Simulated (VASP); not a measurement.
# Ga (Cmcm) in VASP: notebook

Runs on Ga. Level: LDA. Tasks: single point.

Everything below comes from runs of VASP 6.6.1. Logs are shortened: lines on timing, memory, paths and dates and some standing lists are left out, and cuts for length are marked.

## 1. The cell of the first run

The structure is orthorhombic, space group Cmcm (No. 63). The conventional cell has a = 7.820 Å, b = 4.767 Å, c = 4.598 Å, α = 90.00°, β = 90.00°, γ = 90.00°. Within 3.4 Å of Ga (site symmetry m) lie 7 Ga at 2.54 to 2.82 Å.

## 2. Single point, LDA

INCAR reads:

```
SYSTEM = Ga
  PREC = Accurate
  ENCUT = 520
  EDIFF = 1E-7
  ISMEAR = -1
  SIGMA = 0.05
  LREAL = .FALSE.
  LASPH = .TRUE.
  NELM = 100
  ALGO = Normal
  ISIF = 2
  LWAVE = .FALSE.
  LCHARG = .FALSE.
  GGA = CA
  NBANDS = 34
```

KPOINTS reads:

```
Automatic mesh
0
G
  6 6 5
  0 0 0
```

POSCAR reads:

```
Ga
1.0
    3.9100900151     -2.3833993236      0.0000000000
    3.9100900151      2.3833993236      0.0000000000
    0.0000000000      0.0000000000      4.5977665325
Ga
4
Direct
    0.9903150000      0.3344500000      0.2500000000
    0.3344500000      0.9903150000      0.7500000000
    0.0096850000      0.6655500000      0.7500000000
    0.6655500000      0.0096850000      0.2500000000
```

Potentials or basis: VASP PAW LDA potentials, release 64 (Ga_d).

Run with:

```bash
> cat potpaw_LDA.64/Ga_d/POTCAR > POTCAR
> mpirun -np 1 vasp_std > vasp.out
```

OUTCAR:

```text
SYSTEM = Ga
   PREC = Accurate
   ENCUT = 520
   EDIFF = 1E-7
   ISMEAR = -1
   LREAL = .FALSE.
   LASPH = .TRUE.
   NELM = 100
   ISIF = 2
   GGA = CA

 ion  position               nearest neighbor table
   1  0.990  0.334  0.250-   4 2.54   4 2.75   4 2.75   3 2.78   3 2.78   2 2.82   2 2.82
   2  0.334  0.990  0.750-   3 2.54   3 2.75   3 2.75   4 2.78   4 2.78   1 2.82   1 2.82
   3  0.010  0.666  0.750-   2 2.54   2 2.75   2 2.75   1 2.78   1 2.78   4 2.82   4 2.82
   4  0.666  0.010  0.250-   1 2.54   1 2.75   1 2.75   2 2.78   2 2.78   3 2.82   3 2.82

  LATTYP: Found a base centered orthorhombic cell.
 ALAT       =     4.7667986472
 B/A-ratio  =     1.6405517852
 C/A-ratio  =     0.9645396990

  Lattice vectors:

 A1 = (  -3.9100900151,  -2.3833993236,   0.0000000000)
 A2 = (   3.9100900151,  -2.3833993236,   0.0000000000)
 A3 = (   0.0000000000,   0.0000000000,   4.5977665325)

Analysis of symmetry for initial positions (statically):
=====================================================================
 Subroutine PRICEL returns:
 Original cell was already a primitive cell.

 Routine SETGRP: Setting up the symmetry group for a
 base centered orthorhombic supercell.

 Subroutine GETGRP returns: Found  8 space group operations
 (whereof  4 operations were pure point group operations)
 out of a pool of  8 trial point group operations.

The static configuration has the point symmetry C_2h.
 The point group associated with its full space group is D_2h.

Analysis of symmetry for dynamics (positions and initial velocities):
=====================================================================
 Subroutine PRICEL returns:
 Original cell was already a primitive cell.

 Routine SETGRP: Setting up the symmetry group for a
 base centered orthorhombic supercell.

 Subroutine GETGRP returns: Found  8 space group operations
 (whereof  4 operations were pure point group operations)
 out of a pool of  8 trial point group operations.

The dynamic configuration has the point symmetry C_2h.
 The point group associated with its full space group is D_2h.

 Subroutine INISYM returns: Found  8 space group operations
 (whereof  4 operations are pure point group operations),
 and found     1 'primitive' translations

----------------------------------------------------------------------------------------

                                     Primitive cell

  volume of cell :      85.6960

  direct lattice vectors                    reciprocal lattice vectors
     3.910090015 -2.383399324  0.000000000     0.127874294 -0.209784401  0.000000000
     3.910090015  2.383399324  0.000000000     0.127874294  0.209784401  0.000000000
     0.000000000  0.000000000  4.597766532     0.000000000  0.000000000  0.217496907

  length of vectors
     4.579235336  4.579235336  4.597766532     0.245685429  0.245685429  0.217496907

  position of ions in fractional coordinates (direct lattice)
     0.990315000  0.334450000  0.250000000
     0.334450000  0.990315000  0.750000000
     0.009685000  0.665550000  0.750000000
     0.665550000  0.009685000  0.250000000

  ion indices of the primitive-cell ions
   primitive index   ion index
                 1           1
                 2           2
                 3           3
                 4           4

----------------------------------------------------------------------------------------

 KPOINTS: Automatic mesh

Automatic generation of k-mesh.
 Grid dimensions read from file:
 generate k-points for:    6    6    5

 Generating k-lattice:

  Cartesian coordinates                     Fractional coordinates (reciprocal lattice)
     0.021312382 -0.034964067  0.000000000     0.166666667  0.000000000  0.000000000
     0.021312382  0.034964067  0.000000000     0.000000000  0.166666667  0.000000000
     0.000000000  0.000000000  0.043499381     0.000000000  0.000000000  0.200000000

  Length of vectors
     0.040947572  0.040947572  0.043499381

  Shift w.r.t. Gamma in fractional coordinates (k-lattice)
     0.000000000  0.000000000  0.000000000

 Subroutine IBZKPT returns following result:
 ===========================================

 Found     39 irreducible k-points:

 Following reciprocal coordinates:
            Coordinates               Weight
  0.000000  0.000000  0.000000      1.000000
  0.166667  0.000000  0.000000      4.000000
  0.333333  0.000000  0.000000      4.000000
  0.500000 -0.000000  0.000000      2.000000
  0.166667  0.166667  0.000000      2.000000
  0.333333  0.166667  0.000000      4.000000
[... 16 lines left out ...]
  0.333333  0.333333  0.200000      4.000000
  0.500000  0.333333  0.200000      8.000000
 [... further k-points ...]
   k-points           NKPTS =     39   k-points in BZ     NKDIM =     39   number of bands    NBANDS=     34
   number of dos      NEDOS =    301   number of ions     NIONS =      4
   total plane-waves  NPLWV =  46656
   dimension x,y,z NGX =    36 NGY =   36 NGZ =   36
   dimension x,y,z NGXF=    72 NGYF=   72 NGZF=   72
   ions per type =               4
   NGX,Y,Z   is equivalent  to a cutoff of  13.07, 13.07, 13.02 a.u.
   NGXF,Y,Z  is equivalent  to a cutoff of  26.14, 26.14, 26.03 a.u.
 SYSTEM =  Ga
   PREC   = accura    normal or accurate (medium, high low for compatibility)
   ISTART =      0    job   : 0-new  1-cont  2-samecut
   ICHARG =      2    charge: 1-file 2-atom 10-const
   ISPIN  =      1    spin polarized calculation?
   LNONCOLLINEAR =      F non collinear calculations
   LSORBIT =      F    spin-orbit coupling
   LASPH  =      T    aspherical Exc in radial PAW
   ENCUT  =  520.0 eV  38.22 Ry    6.18 a.u.   8.51  8.51  8.55*2*pi/ulx,y,z
   NELM   =    100;   NELMIN=  2; NELMDL= -5     # of ELM steps
   EDIFF  = 0.1E-06   stopping-criterion for ELM
   LREAL  =      F    real-space projection
   EDIFFG = 0.1E-05   stopping-criterion for IOM
   NSW    =      0    number of steps for IOM
   IBRION =     -1    ionic relax: 0-MD 1-quasi-New 2-CG
   NFREE  =      0    steps in history (QN), initial steepest desc. (CG)
   ISIF   =      2    stress and relaxation
   ISYM   =      2    0-nonsym 1-usesym 2-fastsym
   POTIM  = 0.5000    time-step for ionic-motion
   TEBEG  =    0.0;   TEEND  =   0.0 temperature during run
   PSTRESS=    0.0 pullay stress
   NELECT =      52.0000    total number of electrons
   NUPDOWN=      -1.0000    fix difference up-down
   EMIN   =  10.00;   EMAX   =-10.00  energy-range for DOS
   EFERMI =   0.00;   METHOD = LEGACY
   ISMEAR =    -1;   SIGMA  =   0.05  broadening in eV -4-tet -1-fermi 0-gaus
   EFERMI_NEDOS =   21; number of points for ismear=-14 and -15
   IALGO  =     38    algorithm
   IMIX   =      4    mixing-type and parameters
     AMIX     =   0.40;   BMIX     =  1.00
     AMIX_MAG =   1.60;   BMIX_MAG =  1.00
  volume/ion in A,a.u.               =      21.42       144.58
  Fermi-wavevector in a.u.,A,eV,Ry     =   1.385976  2.619115 26.135841  1.920930
  Thomas-Fermi vector in A             =   2.510336
   LORBIT       =      0    0 simple, 1 ext, 2 COOP (PROOUT), +10 PAW based schemes
   GGA     = CA    functional components
   LHFCALC =     F    Hartree Fock is set to
   AEXX    =    0.0000 exact exchange contribution
   IVDW    =     0    specifies the selected vdW correction
   LEPSILON=     F    determine dielectric tensor
   LRPA    =     F    only Hartree local field effects (RPA)
 non-spin polarized calculation
  energy-cutoff  :      520.00
  volume of cell :       85.70
 maximum number of plane-waves:      2331
 NGX is ok and might be reduce to    36
   NGX = 17   NGY = 17   NGZ = 17

 number of electron      52.0000034 magnetization

 Free energy of the ion-electron system (eV)
  ---------------------------------------------------
  ext. energy  EPLUGINS =         0.00000000
  ---------------------------------------------------
  free energy    TOTEN  =       -14.20651541 eV

  energy without entropy =      -14.19729787  energy(sigma->0) =      -14.20190664

 E-fermi :   4.0772     XC(G=0): -10.4768

 val. band max:        4.0675319157   @ k =   0.5000   0.1667   0.0000
 cond. band min:       4.1176441885   @ k =  -0.3333   0.1667   0.0000
 fundamental gap:      0.0501122728
 Fermi energy:         4.0772279846

 k-point     1 :       0.0000    0.0000    0.0000
  band No.  band energies     occupation
      1     -11.1410      2.00000
      2     -11.1194      2.00000
      3     -11.0932      2.00000
      4     -11.0695      2.00000
      5     -11.0162      2.00000
      6     -10.9949      2.00000
[... 26 lines left out ...]
     33       9.7740      0.00000
     34      10.1174      0.00000

 k-point     2 :       0.1667    0.0000    0.0000
  band No.  band energies     occupation
      1     -11.1320      2.00000
      2     -11.1082      2.00000
      3     -11.1064      2.00000
      4     -11.0872      2.00000
      5     -11.0440      2.00000
      6     -11.0332      2.00000
[... 26 lines left out ...]
     33       9.9346      0.00000
     34      10.9328      0.00000

 k-point     3 :       0.3333    0.0000    0.0000
  band No.  band energies     occupation
      1     -11.1326      2.00000
      2     -11.1141      2.00000
      3     -11.1092      2.00000
      4     -11.0903      2.00000
      5     -11.0764      2.00000
      6     -11.0382      2.00000
[... 26 lines left out ...]
     33       9.8659      0.00000
     34      10.2099      0.00000

 k-point     4 :       0.5000   -0.0000    0.0000
  band No.  band energies     occupation
      1     -11.1439      2.00000
      2     -11.1251      2.00000
      3     -11.1082      2.00000
      4     -11.0929      2.00000
      5     -11.0377      2.00000
      6     -11.0377      2.00000
[... 26 lines left out ...]
     33      10.0203      0.00000
     34      10.8670      0.00000

 k-point     5 :       0.1667    0.1667    0.0000
  band No.  band energies     occupation
      1     -11.1272      2.00000
      2     -11.1208      2.00000
      3     -11.1055      2.00000
      4     -11.0826      2.00000
      5     -11.0366      2.00000
      6     -11.0309      2.00000
[... 621 lines left out ...]
 k-point    22 :      -0.1667    0.1667    0.2000
  band No.  band energies     occupation
      1     -11.1498      2.00000
      2     -11.1215      2.00000
      3     -11.0869      2.00000
      4     -11.0750      2.00000
      5     -11.0588      2.00000
      6     -11.0374      2.00000
[... 26 lines left out ...]
     33       9.7196      0.00000
     34      10.8910      0.00000

 k-point    23 :       0.3333    0.3333    0.2000
  band No.  band energies     occupation
      1     -11.1567      2.00000
      2     -11.1406      2.00000
      3     -11.0858      2.00000
      4     -11.0777      2.00000
      5     -11.0604      2.00000
      6     -11.0467      2.00000
[... 26 lines left out ...]
     33      10.9952      0.00000
     34      11.4222      0.00000

 k-point    24 :       0.5000    0.3333    0.2000
  band No.  band energies     occupation
      1     -11.1758      2.00000
      2     -11.1377      2.00000
      3     -11.1148      2.00000
      4     -11.0707      2.00000
      5     -11.0546      2.00000
      6     -11.0451      2.00000
[... 26 lines left out ...]
     33      11.5740      0.00000
     34      12.0408      0.00000

 [... further k-points ...]
[... 5 lines left out ...]
  --------------------------------------------------------------------------------------
  -------------------------------------------------------------------------------------
  Total       -2.9263853     -2.8695644     -2.5950912      0.0000000      0.0000000      0.0000000
  in kB      -54.7118762    -53.6495490    -48.5179822      0.0000000      0.0000000      0.0000000
  external PRESSURE =     -52.2931358 kB  Pullay stress =       0.0000000 kB

 VOLUME and BASIS-vectors are now :
 -----------------------------------------------------------------------------
  energy-cutoff  :      520.00
  volume of cell :       85.70
      direct lattice vectors                 reciprocal lattice vectors
     3.910090015 -2.383399324  0.000000000     0.127874294 -0.209784401  0.000000000
     3.910090015  2.383399324  0.000000000     0.127874294  0.209784401  0.000000000
     0.000000000  0.000000000  4.597766532     0.000000000  0.000000000  0.217496907

 POSITION                                       TOTAL-FORCE (eV/Angst)
 -----------------------------------------------------------------------------------
      5.17995     -1.56319      1.14944         0.016580     -0.046863      0.000000
      5.17995      1.56319      3.44832         0.016580      0.046863      0.000000
      2.64023      1.56319      3.44832        -0.016580      0.046863      0.000000
      2.64023     -1.56319      1.14944        -0.016580     -0.046863      0.000000
 -----------------------------------------------------------------------------------
    total drift:                                0.000000     -0.000000      0.000000

  FREE ENERGIE OF THE ION-ELECTRON SYSTEM (eV)
  ---------------------------------------------------
  free  energy   TOTEN  =       -14.2065154096 eV

  energy  without entropy=      -14.1972978668  energy(sigma->0) =      -14.20190664
```

It took 95 s on 1 thread of Intel Xeon Platinum 8259CL at 2.50GHz (Skylake/Cascade Lake), shared host; peak memory 0.21 GiB.

What came out:

```
Free energy            : -14.2065 eV
Pressure               : -5.2 GPa
Largest force          : 0.050 eV/Å
Band gap on the k mesh : zero (bands 26 and 27 overlap by 0.34 eV)
```

Forces in eV/Å, atoms in the order of the input:
```
Ga   0.017 -0.047  0.000
Ga   0.017  0.047  0.000
Ga  -0.017  0.047  0.000
Ga  -0.017 -0.047  0.000
```

Stress tensor (GPa, compression positive):
```
-5.47  0.00  0.00
 0.00 -5.36  0.00
 0.00  0.00 -4.85
```

Caveat: the cell stands under tension.

[end of part 1 of 2]
